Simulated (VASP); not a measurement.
# Cr in VASP: notebook, part 3 of 3

VASP 6.6.1. The steps go on from the part before.

## Step 5: Single point, PBEsol, collinear spin, ferromagnetic start (the cell strained at random)

Input file INCAR:

```
SYSTEM = Cr
ALGO = Normal
EDIFF = 1E-6
ENCUT = 520
GGA = PS
ISIF = 2
ISMEAR = -1
ISPIN = 2
LASPH = .True.
LCHARG = .True.
LELF = .True.
LMAXMIX = 4
LORBIT = 11
LREAL = .False.
LVHAR = .True.
LWAVE = .False.
MAGMOM = 3
NBANDS = 16
NELM = 150
PREC = Accurate
SIGMA = 0.05
```

Input file KPOINTS:

```
k-points
0
Gamma
  12 12 12
  0 0 0
```

Input file POSCAR:

```
Cr
1.0
   -1.4806240000      1.4726660000      1.4227520000
    1.5490710000     -1.4964210000      1.5149530000
    1.4669230000      1.4827200000     -1.4465060000
Cr
1
Direct
    0.0065450000     -0.0049150000     -0.0232640000
```

Potentials or basis: VASP PAW PBE potentials, release 64 (Cr_pv).

Started as:

```
> cat potpaw_PBE.64/Cr_pv/POTCAR > POTCAR
> mpirun -np 1 vasp_std > vasp.out
```

OUTCAR:

```text
SYSTEM = Cr
   EDIFF = 1E-6
   ENCUT = 520
   GGA = PS
   ISIF = 2
   ISMEAR = -1
   ISPIN = 2
   LASPH = .True.
   LORBIT = 11
   LREAL = .False.
   NELM = 150
   PREC = Accurate

 ion  position               nearest neighbor table
   1  0.007  0.995  0.977-

  LATTYP: Found a triclinic cell.
 ALAT       =     6.6614626849
 B/A-ratio  =     0.6369468708
 C/A-ratio  =     0.3810345868
 COS(alpha) =     0.0084834327
 COS(beta)  =     0.2654080466
 COS(gamma) =     0.9489451657

  Lattice vectors:

 A1 = (   3.0433960000,  -5.9244730000,   0.1159550000)
 A2 = (   3.0296950000,  -2.9690870000,   0.0922010000)
 A3 = (  -1.4669230000,  -1.4827200000,   1.4465060000)

Analysis of symmetry for initial positions (statically):
=====================================================================
 Subroutine PRICEL returns:
 Original cell was already a primitive cell.

 Routine SETGRP: Setting up the symmetry group for a
 triclinic supercell.

 Subroutine GETGRP returns: Found  2 space group operations
 (whereof  1 operations were pure point group operations)
 out of a pool of  2 trial point group operations.

The static configuration has the point symmetry C_1 .
 The point group associated with its full space group is S_2 .

Analysis of symmetry for dynamics (positions and initial velocities):
=====================================================================
 Subroutine PRICEL returns:
 Original cell was already a primitive cell.

 Routine SETGRP: Setting up the symmetry group for a
 triclinic supercell.

 Subroutine GETGRP returns: Found  2 space group operations
 (whereof  1 operations were pure point group operations)
 out of a pool of  2 trial point group operations.

The dynamic configuration has the point symmetry C_1 .
 The point group associated with its full space group is S_2 .

Analysis of structural, dynamic, and magnetic symmetry:
=====================================================================
 Subroutine PRICEL returns:
 Original cell was already a primitive cell.

 Routine SETGRP: Setting up the symmetry group for a
 triclinic supercell.

 Subroutine GETGRP returns: Found  2 space group operations
 (whereof  1 operations were pure point group operations)
 out of a pool of  2 trial point group operations.

The overall configuration has the point symmetry C_1 .
 The point group associated with its full space group is S_2 .

 Subroutine INISYM returns: Found  2 space group operations
 (whereof  1 operations are pure point group operations),
 and found     1 'primitive' translations

----------------------------------------------------------------------------------------

                                     Primitive cell

  volume of cell :      13.0845

  direct lattice vectors                    reciprocal lattice vectors
    -1.480624000  1.472666000  1.422752000    -0.006241681  0.341095667  0.343305387
     1.549071000 -1.496421000  1.514953000     0.324029890  0.004177763  0.332885831
     1.466923000  1.482720000 -1.446506000     0.333223429  0.339869767 -0.005015663

  length of vectors
     2.526898461  2.633245026  2.538247682     0.483987398  0.464570554  0.475998392
[... 31 lines left out ...]

 Found    868 irreducible k-points:

 Following reciprocal coordinates:
            Coordinates               Weight
  0.000000  0.000000  0.000000      1.000000
  0.083333 -0.000000  0.000000      2.000000
  0.166667 -0.000000  0.000000      2.000000
  0.250000 -0.000000  0.000000      2.000000
  0.333333 -0.000000 -0.000000      2.000000
  0.416667 -0.000000  0.000000      2.000000
[... 16 lines left out ...]
  0.250000  0.166667 -0.000000      2.000000
  0.333333  0.166667 -0.000000      2.000000
 [... further k-points ...]
   k-points           NKPTS =    868   k-points in BZ     NKDIM =    868   number of bands    NBANDS=     16
   number of dos      NEDOS =    301   number of ions     NIONS =      1
   total plane-waves  NPLWV =   8000
   dimension x,y,z NGX =    20 NGY =   20 NGZ =   20
   dimension x,y,z NGXF=    40 NGYF=   40 NGZF=   40
   ions per type =               1
   NGX,Y,Z   is equivalent  to a cutoff of  13.16, 12.63, 13.10 a.u.
   NGXF,Y,Z  is equivalent  to a cutoff of  26.32, 25.25, 26.20 a.u.
 SYSTEM =  Cr
   PREC   = accura    normal or accurate (medium, high low for compatibility)
   ISTART =      0    job   : 0-new  1-cont  2-samecut
   ICHARG =      2    charge: 1-file 2-atom 10-const
   ISPIN  =      2    spin polarized calculation?
   LNONCOLLINEAR =      F non collinear calculations
   LSORBIT =      F    spin-orbit coupling
   LASPH  =      T    aspherical Exc in radial PAW
   ENCUT  =  520.0 eV  38.22 Ry    6.18 a.u.   4.70  4.90  4.72*2*pi/ulx,y,z
   NELM   =    150;   NELMIN=  2; NELMDL= -5     # of ELM steps
   EDIFF  = 0.1E-05   stopping-criterion for ELM
   LREAL  =      F    real-space projection
[... 7 lines left out ...]
   TEBEG  =    0.0;   TEEND  =   0.0 temperature during run
   PSTRESS=    0.0 pullay stress
   NELECT =      12.0000    total number of electrons
   NUPDOWN=      -1.0000    fix difference up-down
   EMIN   =  10.00;   EMAX   =-10.00  energy-range for DOS
   EFERMI =   0.00;   METHOD = LEGACY
   ISMEAR =    -1;   SIGMA  =   0.05  broadening in eV -4-tet -1-fermi 0-gaus
   EFERMI_NEDOS =   21; number of points for ismear=-14 and -15
   IALGO  =     38    algorithm
   IMIX   =      4    mixing-type and parameters
     AMIX     =   0.40;   BMIX     =  1.00
     AMIX_MAG =   1.60;   BMIX_MAG =  1.00
  volume/ion in A,a.u.               =      13.08        88.30
  Fermi-wavevector in a.u.,A,eV,Ry     =   1.590559  3.005720 34.421072  2.529877
  Thomas-Fermi vector in A             =   2.689235
   LORBIT       =     11    0 simple, 1 ext, 2 COOP (PROOUT), +10 PAW based schemes
   GGA     = PS    functional components
   LHFCALC =     F    Hartree Fock is set to
   AEXX    =    0.0000 exact exchange contribution
   IVDW    =     0    specifies the selected vdW correction
   LEPSILON=     F    determine dielectric tensor
   LRPA    =     F    only Hartree local field effects (RPA)
 spin polarized calculation
  energy-cutoff  :      520.00
  volume of cell :       13.08
 maximum number of plane-waves:       370
   NGX =  9   NGY =  9   NGZ =  9

 number of electron      12.0000001 magnetization       0.0004595

 number of electron      12.0000001 magnetization      -0.0001018

 Free energy of the ion-electron system (eV)
  ---------------------------------------------------
  ext. energy  EPLUGINS =         0.00000000
  ---------------------------------------------------
  free energy    TOTEN  =       -10.00856859 eV

  energy without entropy =      -10.00286863  energy(sigma->0) =      -10.00571861

 E-fermi :   9.1075     XC(G=0): -13.1149

 val. band max:        9.1041049208   @ k =   0.3333  -0.2500   0.1667
 cond. band min:       9.1127692937   @ k =   0.3333  -0.3333   0.2500
 fundamental gap:      0.0086643729
 Fermi energy:         9.1074916249

 spin component 1

 k-point     1 :       0.0000    0.0000    0.0000
  band No.  band energies     occupation
      1     -33.6215      1.00000
      2     -33.5723      1.00000
      3     -33.5413      1.00000
      4       1.7384      1.00000
      5       8.1486      1.00000
      6       8.3139      1.00000
[... 435 lines left out ...]
      5       7.0585      1.00000
      6       8.2918      1.00000
[... 8 lines left out ...]
     15      37.0846      0.00000
     16      38.6892      0.00000

 [... further k-points ...]

 spin component 2

 k-point     1 :       0.0000    0.0000    0.0000
  band No.  band energies     occupation
      1     -33.6216      1.00000
      2     -33.5725      1.00000
      3     -33.5415      1.00000
      4       1.7382      1.00000
      5       8.1487      1.00000
      6       8.3140      1.00000
[... 435 lines left out ...]
      5       7.0586      1.00000
      6       8.2916      1.00000
[... 8 lines left out ...]
     15      37.0843      0.00000
     16      38.6891      0.00000

 [... further k-points ...]
[... 5 lines left out ...]
  --------------------------------------------------------------------------------------
  -------------------------------------------------------------------------------------
  Total       -2.9522311     -2.5508580     -2.4255036      0.0187972      0.0686174     -0.2011674
  in kB     -361.4967645   -312.3491679   -296.9996905      2.3016946      8.4021137    -24.6326862
  external PRESSURE =    -323.6152076 kB  Pullay stress =       0.0000000 kB

 VOLUME and BASIS-vectors are now :
 -----------------------------------------------------------------------------
  energy-cutoff  :      520.00
  volume of cell :       13.08
      direct lattice vectors                 reciprocal lattice vectors
    -1.480624000  1.472666000  1.422752000    -0.006241681  0.341095667  0.343305387
     1.549071000 -1.496421000  1.514953000     0.324029890  0.004177763  0.332885831
     1.466923000  1.482720000 -1.446506000     0.333223429  0.339869767 -0.005015663

 POSITION                                       TOTAL-FORCE (eV/Angst)
 -----------------------------------------------------------------------------------
      2.96456     -0.03120      0.10396         0.000000      0.000000      0.000000
 -----------------------------------------------------------------------------------
    total drift:                                0.000052      0.000025     -0.000032

  FREE ENERGIE OF THE ION-ELECTRON SYSTEM (eV)
  ---------------------------------------------------
  free  energy   TOTEN  =       -10.0085685897 eV

  energy  without entropy=      -10.0028686338  energy(sigma->0) =      -10.00571861

 total charge

# of ion       s       p       d       tot
------------------------------------------
    1        0.389   6.332   4.092  10.814

 magnetization (x)

# of ion       s       p       d       tot
------------------------------------------
    1        0.000  -0.000   0.000   0.000
```

OSZICAR:

```text
N       E                     dE             d eps       ncg     rms          rms(c)
DAV:   1     0.814826467140E+02    0.81483E+02   -0.61630E+03 56696   0.850E+02
DAV:   2    -0.914161710466E+01   -0.90624E+02   -0.86386E+02 60304   0.245E+02
DAV:   3    -0.106463573411E+02   -0.15047E+01   -0.15010E+01 62888   0.349E+01
DAV:   4    -0.106523143244E+02   -0.59570E-02   -0.59569E-02 64680   0.218E+00
DAV:   5    -0.106523658320E+02   -0.51508E-04   -0.51507E-04 63592   0.183E-01    0.173E+01
DAV:   6    -0.997082654947E+01    0.68154E+00   -0.27664E+00 56688   0.284E+01    0.387E+00
DAV:   7    -0.100134215539E+02   -0.42595E-01   -0.17780E-01 58024   0.362E+00    0.213E+00
DAV:   8    -0.100130116213E+02    0.40993E-03   -0.50538E-03 63736   0.869E-01    0.101E+00
DAV:   9    -0.100083177954E+02    0.46938E-02   -0.19545E-03 62320   0.483E-01    0.229E-01
DAV:  10    -0.100085543226E+02   -0.23653E-03   -0.46217E-04 59392   0.222E-01    0.519E-02
DAV:  11    -0.100085676943E+02   -0.13372E-04   -0.15010E-05 63360   0.344E-02    0.172E-02
DAV:  12    -0.100085685897E+02   -0.89539E-06   -0.14878E-06 51256   0.110E-02
   1 F= -.10008569E+02 E0= -.10005719E+02  d E =-.569996E-02  mag=    -0.0000
```

Wall time 6.6 min (1 thread of Intel Xeon 8259CL, shared host); peak memory 0.36 GiB.

Results:

* Free energy: -10.0086 eV
* Pressure: -32.4 GPa
* Band gap on the k mesh: zero (filled and empty bands overlap)
* Net moment: 0.00 μB per cell
* Valence electrons inside the program's atomic spheres: Cr 10.81

Stress tensor (GPa, compression positive):
```
-36.15   0.23  -2.46
  0.23 -31.23   0.84
 -2.46   0.84 -29.70
```

Levels at points of the mesh, in eV from the Fermi level:
Spin up:
```csv
k point,band 2,band 3,band 4,band 5,band 6,band 7,band 8,band 9,band 10,band 11
"(0.00, 0.00, 0.00)",-42.68,-42.65,-7.37,-0.96,-0.79,-0.44,0.93,1.09,7.08,20.66
"(0.50, 0.00, 0.00)",-42.92,-42.69,-3.82,-2.13,1.06,1.16,1.27,2.49,7.07,8.87
"(0.00, 0.50, 0.00)",-42.84,-42.66,-3.85,-2.07,0.49,1.05,1.41,2.31,7.07,8.08
"(0.50, 0.50, 0.00)",-42.87,-42.68,-3.82,-1.95,0.74,0.91,1.26,2.38,7.07,8.39
"(0.00, 0.00, 0.50)",-42.89,-42.68,-3.82,-1.93,0.88,0.89,1.21,2.45,7.07,8.55
"(0.50, 0.00, 0.50)",-42.92,-42.71,-3.81,-1.91,0.80,1.13,1.26,2.57,7.07,8.97
"(0.00, 0.50, 0.50)",-42.89,-42.68,-3.83,-2.18,0.89,1.14,1.37,2.40,7.07,8.56
"(0.50, 0.50, 0.50)",-43.12,-43.08,-3.62,-3.56,1.88,2.14,2.32,7.08,9.04,9.72
```
Spin down:
| k point | band 3 | band 4 | band 5 | band 6 | band 7 | band 8 | band 9 | band 10 |
| --- | --- | --- | --- | --- | --- | --- | --- | --- |
| (0.00, 0.00, 0.00) | -42.65 | -7.37 | -0.96 | -0.79 | -0.44 | 0.93 | 1.09 | 7.08 |
| (0.50, 0.00, 0.00) | -42.69 | -3.82 | -2.13 | 1.06 | 1.16 | 1.27 | 2.49 | 7.07 |
| (0.00, 0.50, 0.00) | -42.66 | -3.85 | -2.07 | 0.49 | 1.05 | 1.41 | 2.31 | 7.07 |
| (0.50, 0.50, 0.00) | -42.68 | -3.82 | -1.95 | 0.74 | 0.91 | 1.26 | 2.38 | 7.07 |
| (0.00, 0.00, 0.50) | -42.68 | -3.82 | -1.93 | 0.88 | 0.89 | 1.21 | 2.45 | 7.07 |
| (0.50, 0.00, 0.50) | -42.71 | -3.81 | -1.91 | 0.80 | 1.13 | 1.26 | 2.57 | 7.07 |
| (0.00, 0.50, 0.50) | -42.68 | -3.83 | -2.18 | 0.89 | 1.14 | 1.37 | 2.40 | 7.07 |
| (0.50, 0.50, 0.50) | -43.08 | -3.62 | -3.56 | 1.88 | 2.14 | 2.32 | 7.08 | 9.04 |

Caveat: the cell differs from its parent crystal (the cell strained at random); the starting moments collapsed, and a magnetic state may lie lower; the PAW data sets were made with another functional, which shifts forces and pressure a little.

## Step 6: Single point, PBEsol, collinear spin, ferromagnetic start

This run uses another cell than the first one, of 13.08 Å³/atom, 1.064 times its volume.

Input file INCAR:

```
  PREC = Accurate
  ENCUT = 600
  EDIFF = 1E-6
  ISMEAR = -1
  SIGMA = 0.05
  LREAL = F
  LASPH = T
  NELM = 200
  ALGO = Normal
  ISIF = 2
  LWAVE = F
  LCHARG = F
  ISPIN = 2
  MAGMOM = 3.8
  LORBIT = 11
  NUPDOWN = 3.8
  LMAXMIX = 4
  GGA = PS
  NBANDS = 17
  GGA_COMPAT = F
```

Input file KPOINTS:

```
regular mesh
0
Gamma
  10 10 10
```

Input file POSCAR:

```
Cr
1.0
   -1.4844496776      1.4844496776      1.4844496776
    1.4844496776     -1.4844496776      1.4844496776
    1.4844496776      1.4844496776     -1.4844496776
Cr
1
Direct
    0.0000000000      0.0000000000      0.0000000000
```

Potentials or basis: VASP PAW PBE potentials, release 64 (Cr_sv).

Started as:

```
> cat potpaw_PBE.64/Cr_sv/POTCAR > POTCAR
> mpirun -np 1 vasp_std > vasp.out
```

Wall time 16 s (1 thread of Intel Xeon Platinum 8488C (Sapphire Rapids), shared host); peak memory 0.15 GiB.

It converged, with:

| Quantity | Value |
| --- | --- |
| Free energy | -8.1598 eV |
| Pressure | 38.1 GPa |
| Net moment | 3.80 μB per cell |
| Site moments | Cr +3.06 μB |
| Valence electrons inside the program's atomic spheres | Cr 11.87 |

Caveat: the PAW data sets were made with another functional, which shifts forces and pressure a little; the total moment is fixed, so each spin has its own Fermi level.
